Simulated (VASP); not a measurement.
# TiH (I4/mmm) in VASP: notebook

The runs below take TiH through single point, with PBEsol.

Everything below comes from runs of VASP 6.6.1. Logs are shortened: lines on timing, memory, paths and dates and some standing lists are left out, and cuts for length are marked.

### 1 The cell of the first run

Symmetry: I4/mmm, No. 139, tetragonal system. The conventional cell has a = 2.930 Å, b = 2.930 Å, c = 3.957 Å, α = 90.00°, β = 90.00°, γ = 90.00°. Ti (site symmetry 4/mmm) has 6 H at 1.98 to 2.07 Å within 2.6 Å. H (site symmetry 4/mmm) has 6 Ti at 1.98 to 2.07 Å within 2.6 Å.

### 2 Single point, PBEsol (strain along c alone, the other axes held: -4.5 %)

INCAR reads:

```
  ALGO = Normal
  EDIFF = 1E-6
  ENCUT = 520
  GGA = PS
  ISIF = 2
  ISMEAR = 0
  LASPH = True
  LCHARG = False
  LREAL = False
  LWAVE = False
  NBANDS = 21
  NELM = 60
  PREC = Accurate
  SIGMA = 0.1
```

KPOINTS reads:

```
k-points
0
Gamma
  14 14 10
```

POSCAR reads:

```
TiH
1.0
    2.0718452978      2.0718452978      0.0000000000
   -2.0718452978      2.0718452978      0.0000000000
    0.0000000000      0.0000000000      3.9572245188
Ti H
2 2
Direct
    0.0000000000      0.0000000000      0.0000000000
    0.5000000000      0.5000000000      0.5000000000
    0.5000000000      0.5000000000      0.0000000000
    0.0000000000      0.0000000000      0.5000000000
```

Potentials or basis: VASP PAW PBE potentials, release 64 (Ti_sv, H).

The run is started by

```sh
> cat potpaw_PBE.64/Ti_sv/POTCAR potpaw_PBE.64/H/POTCAR > POTCAR
> mpirun -np 1 vasp_std > vasp.out
```

OUTCAR:

```text
EDIFF = 1E-6
   ENCUT = 520
   GGA = PS
   ISIF = 2
   ISMEAR = 0
   LASPH = True
   LREAL = False
   NELM = 60
   PREC = Accurate

 ion  position               nearest neighbor table
   1  0.000  0.000  0.000-   2 2.86   2 2.86   2 2.86   2 2.86   2 2.86   2 2.86   2 2.86   2 2.86

   2  0.500  0.500  0.500-   1 2.86   1 2.86   1 2.86   1 2.86   1 2.86   1 2.86   1 2.86   1 2.86

   3  0.500  0.500  0.000-
   4  0.000  0.000  0.500-

  LATTYP: Found a simple tetragonal cell.
 ALAT       =     2.9300317193
 C/A-ratio  =     1.3505739521

  Lattice vectors:

 A1 = (   2.0718452978,   2.0718452978,   0.0000000000)
 A2 = (  -2.0718452978,   2.0718452978,   0.0000000000)
 A3 = (   0.0000000000,   0.0000000000,   3.9572245188)

Analysis of symmetry for initial positions (statically):
=====================================================================
 Subroutine PRICEL returns following result:

  LATTYP: Found a body centered tetragonal cell.
 ALAT       =     2.9300317193
 C/A-ratio  =     1.3505739521

  Lattice vectors:

 A1 = (   0.0000000000,  -2.0718452978,  -1.9786122594)
 A2 = (   0.0000000000,   2.0718452978,  -1.9786122594)
 A3 = (   2.0718452978,   0.0000000000,   1.9786122594)

   2 primitive cells build up your supercell.

 Routine SETGRP: Setting up the symmetry group for a
 simple tetragonal supercell.

 Subroutine GETGRP returns: Found 16 space group operations
 (whereof 16 operations were pure point group operations)
 out of a pool of 16 trial point group operations.

The static configuration has the point symmetry D_4h.

Analysis of symmetry for dynamics (positions and initial velocities):
=====================================================================
 Subroutine PRICEL returns following result:

  LATTYP: Found a body centered tetragonal cell.
 ALAT       =     2.9300317193
 C/A-ratio  =     1.3505739521

  Lattice vectors:

 A1 = (   0.0000000000,  -2.0718452978,  -1.9786122594)
 A2 = (   0.0000000000,   2.0718452978,  -1.9786122594)
[... 95 lines left out ...]
   total plane-waves  NPLWV =  17280
   dimension x,y,z NGX =    24 NGY =   24 NGZ =   30
   dimension x,y,z NGXF=    48 NGYF=   48 NGZF=   60
   ions per type =               2   2
   NGX,Y,Z   is equivalent  to a cutoff of  13.62, 13.62, 12.60 a.u.
   NGXF,Y,Z  is equivalent  to a cutoff of  27.23, 27.23, 25.21 a.u.
 SYSTEM =  unknown system
   PREC   = accura    normal or accurate (medium, high low for compatibility)
   ISTART =      0    job   : 0-new  1-cont  2-samecut
   ICHARG =      2    charge: 1-file 2-atom 10-const
   ISPIN  =      1    spin polarized calculation?
   LNONCOLLINEAR =      F non collinear calculations
   LSORBIT =      F    spin-orbit coupling
   LASPH  =      T    aspherical Exc in radial PAW
   ENCUT  =  520.0 eV  38.22 Ry    6.18 a.u.   5.45  5.45  7.36*2*pi/ulx,y,z
   NELM   =     60;   NELMIN=  2; NELMDL= -5     # of ELM steps
   EDIFF  = 0.1E-05   stopping-criterion for ELM
   LREAL  =      F    real-space projection
   EDIFFG = 0.1E-04   stopping-criterion for IOM
   NSW    =      0    number of steps for IOM
   IBRION =     -1    ionic relax: 0-MD 1-quasi-New 2-CG
   NFREE  =      0    steps in history (QN), initial steepest desc. (CG)
   ISIF   =      2    stress and relaxation
   ISYM   =      2    0-nonsym 1-usesym 2-fastsym
   POTIM  = 0.5000    time-step for ionic-motion
   TEBEG  =    0.0;   TEEND  =   0.0 temperature during run
   PSTRESS=    0.0 pullay stress
   NELECT =      26.0000    total number of electrons
   NUPDOWN=      -1.0000    fix difference up-down
   EMIN   =  10.00;   EMAX   =-10.00  energy-range for DOS
   EFERMI =   0.00;   METHOD = LEGACY
   ISMEAR =     0;   SIGMA  =   0.10  broadening in eV -4-tet -1-fermi 0-gaus
   EFERMI_NEDOS =   21; number of points for ismear=-14 and -15
   IALGO  =     38    algorithm
   IMIX   =      4    mixing-type and parameters
     AMIX     =   0.40;   BMIX     =  1.00
     AMIX_MAG =   1.60;   BMIX_MAG =  1.00
  volume/ion in A,a.u.               =       8.49        57.32
  Fermi-wavevector in a.u.,A,eV,Ry     =   1.497456  2.829782 30.509371  2.242375
  Thomas-Fermi vector in A             =   2.609342
   LORBIT       =      0    0 simple, 1 ext, 2 COOP (PROOUT), +10 PAW based schemes
   GGA     = PS    functional components
   LHFCALC =     F    Hartree Fock is set to
   AEXX    =    0.0000 exact exchange contribution
   IVDW    =     0    specifies the selected vdW correction
   LEPSILON=     F    determine dielectric tensor
   LRPA    =     F    only Hartree local field effects (RPA)
 non-spin polarized calculation
 Gauss-broadening in eV      SIGMA  =   0.10
  energy-cutoff  :      520.00
  volume of cell :       33.97
 maximum number of plane-waves:       942
 NGX is ok and might be reduce to    24
   NGX = 11   NGY = 11   NGZ = 15

 number of electron      26.0000000 magnetization

 Free energy of the ion-electron system (eV)
  ---------------------------------------------------
  ext. energy  EPLUGINS =         0.00000000
  ---------------------------------------------------
  free energy    TOTEN  =       -24.82500555 eV

  energy without entropy =      -24.80650539  energy(sigma->0) =      -24.81575547

 E-fermi :   9.4588     XC(G=0): -12.4066

 val. band max:        9.4404132438   @ k =   0.3571   0.1429   0.3000
 cond. band min:       9.4624995417   @ k =   0.3571   0.3571   0.2000
 fundamental gap:      0.0220862979
 Fermi energy:         9.4587856934

 k-point     1 :       0.0000    0.0000    0.0000
  band No.  band energies     occupation
      1     -46.9057      2.00000
      2     -46.6955      2.00000
      3     -23.5984      2.00000
      4     -23.1577      2.00000
      5     -23.1577      2.00000
      6     -22.8780      2.00000
[... 565 lines left out ...]
     20      14.9361      0.00000
     21      17.3378      0.00000

 [... further k-points ...]
[... 5 lines left out ...]
  --------------------------------------------------------------------------------------
  -------------------------------------------------------------------------------------
  Total        1.6422671      1.6422671      1.3456983      0.0000000      0.0000000     -0.0000000
  in kB       77.4495764     77.4495764     63.4633451      0.0000000      0.0000000     -0.0000000
  external PRESSURE =      72.7874993 kB  Pullay stress =       0.0000000 kB

 VOLUME and BASIS-vectors are now :
 -----------------------------------------------------------------------------
  energy-cutoff  :      520.00
  volume of cell :       33.97
      direct lattice vectors                 reciprocal lattice vectors
     2.071845298  2.071845298  0.000000000     0.241330760  0.241330760  0.000000000
    -2.071845298  2.071845298  0.000000000    -0.241330760  0.241330760  0.000000000
     0.000000000  0.000000000  3.957224519     0.000000000  0.000000000  0.252702366

 POSITION                                       TOTAL-FORCE (eV/Angst)
 -----------------------------------------------------------------------------------
      0.00000      0.00000      0.00000         0.000000      0.000000     -0.000000
      0.00000      2.07185      1.97861        -0.000000     -0.000000      0.000000
      0.00000      2.07185      0.00000         0.000000      0.000000     -0.000000
      0.00000      0.00000      1.97861         0.000000      0.000000     -0.000000
 -----------------------------------------------------------------------------------
    total drift:                               -0.000000      0.000000     -0.000000

  FREE ENERGIE OF THE ION-ELECTRON SYSTEM (eV)
  ---------------------------------------------------
  free  energy   TOTEN  =       -24.8250055546 eV

  energy  without entropy=      -24.8065053890  energy(sigma->0) =      -24.81575547
```

OSZICAR:

```text
N       E                     dE             d eps       ncg     rms          rms(c)
DAV:   1     0.270353327835E+03    0.27035E+03   -0.13215E+04  9072   0.154E+03
DAV:   2    -0.240612829401E+01   -0.27276E+03   -0.26653E+03  9222   0.435E+02
DAV:   3    -0.268123267243E+02   -0.24406E+02   -0.23927E+02 16200   0.117E+02
DAV:   4    -0.278780682075E+02   -0.10657E+01   -0.10605E+01 11178   0.212E+01
DAV:   5    -0.279150857106E+02   -0.37018E-01   -0.37013E-01 13171   0.338E+00    0.172E+01
DAV:   6    -0.248654884073E+02    0.30496E+01   -0.89760E+00 10844   0.316E+01    0.410E+00
DAV:   7    -0.248114001900E+02    0.54088E-01   -0.86881E-01 13626   0.584E+00    0.204E+00
DAV:   8    -0.248227454540E+02   -0.11345E-01   -0.13043E-01 11000   0.357E+00    0.675E-01
DAV:   9    -0.248250353584E+02   -0.22899E-02   -0.14660E-02 13158   0.104E+00    0.173E-01
DAV:  10    -0.248250190078E+02    0.16351E-04   -0.14897E-03 10848   0.327E-01    0.525E-02
DAV:  11    -0.248250098649E+02    0.91429E-05   -0.14604E-04 11398   0.104E-01    0.240E-02
DAV:  12    -0.248250053773E+02    0.44877E-05   -0.60262E-06 10837   0.173E-02    0.374E-03
DAV:  13    -0.248250055546E+02   -0.17737E-06   -0.24035E-07  6171   0.373E-03
   1 F= -.24825006E+02 E0= -.24815755E+02  d E =-.185002E-01
```

Wall time 52 s (1 thread of Intel Xeon 6975P-C (Granite Rapids), shared host); peak memory 0.25 GiB.

Results:

```
Free energy            : -24.8250 eV
Pressure               : 7.3 GPa
Band gap on the k mesh : zero (band 13 reaches 11.07 eV, above the bottom of band 14 at 8.54 eV)
```

Caveat: the cell differs from its parent crystal (strain along c alone, the other axes held: -4.5 %); the PAW data sets were made with another functional, which shifts forces and pressure a little.

### 3 Single point, PBEsol (biaxial strain in the a-b plane: +4.5 %)

INCAR reads:

```
PREC = Accurate
ENCUT = 520
EDIFF = 1E-7
ISMEAR = 0
SIGMA = 0.1
LREAL = False
LASPH = True
NELM = 100
ALGO = Normal
ISIF = 2
LWAVE = False
LCHARG = False
GGA = PS
NBANDS = 21
```

KPOINTS reads:

```
regular mesh
0
Gamma
  14 14 10
```

POSCAR reads:

```
TiH
1.0
    2.1650783362      2.1650783362      0.0000000000
   -2.1650783362      2.1650783362      0.0000000000
    0.0000000000      0.0000000000      4.0318109495
Ti H
2 2
Direct
    0.0000000000      0.0000000000      0.0000000000
    0.5000000000      0.5000000000      0.5000000000
    0.5000000000      0.5000000000      0.0000000000
    0.0000000000      0.0000000000      0.5000000000
```

Potentials or basis: VASP PAW PBE potentials, release 64 (Ti_sv, H).

The run is started by

```sh
> cat potpaw_PBE.64/Ti_sv/POTCAR potpaw_PBE.64/H/POTCAR > POTCAR
> mpirun -np 1 vasp_std > vasp.out
```

Run time: 46 s. Hardware: 1 thread of Intel Xeon 6975P-C (Granite Rapids), shared host; peak memory 0.25 GiB.

The run converged. Its results:

* Free energy: -24.8054 eV
* Pressure: -8.2 GPa
* Band gap on the k mesh: zero (band 13 reaches 9.40 eV, above the bottom of band 14 at 7.42 eV)

Stress tensor (GPa, compression positive):
```
-8.00  0.00  0.00
 0.00 -8.00  0.00
 0.00  0.00 -8.61
```

Levels at points of the mesh, in eV from the Fermi level:
```tsv
k point	band 9	band 10	band 11	band 12	band 13	band 14	band 15	band 16	band 17	band 18
(0.00, 0.00, 0.00)	-9.29	-6.53	-1.81	0.53	0.53	1.07	1.82	2.24	2.36	3.13
(0.50, 0.00, 0.00)	-6.23	-6.23	-1.14	-1.14	-0.36	-0.36	1.04	1.04	2.00	2.00
(0.50, 0.50, 0.00)	-6.62	-6.62	-1.66	-1.66	1.13	1.13	3.03	3.03	3.33	3.33
(0.00, 0.00, 0.50)	-7.29	-7.29	-0.55	-0.55	0.75	0.75	1.49	1.49	1.49	1.49
(0.50, 0.00, 0.50)	-4.93	-4.93	-3.01	-3.01	0.04	0.04	0.58	0.58	3.03	3.03
(0.50, 0.50, 0.50)	-5.64	-5.64	-0.85	-0.85	-0.85	-0.85	1.51	1.51	3.34	3.34
```

Caveat: the cell differs from its parent crystal (biaxial strain in the a-b plane: +4.5 %); the PAW data sets were made with another functional, which shifts forces and pressure a little.
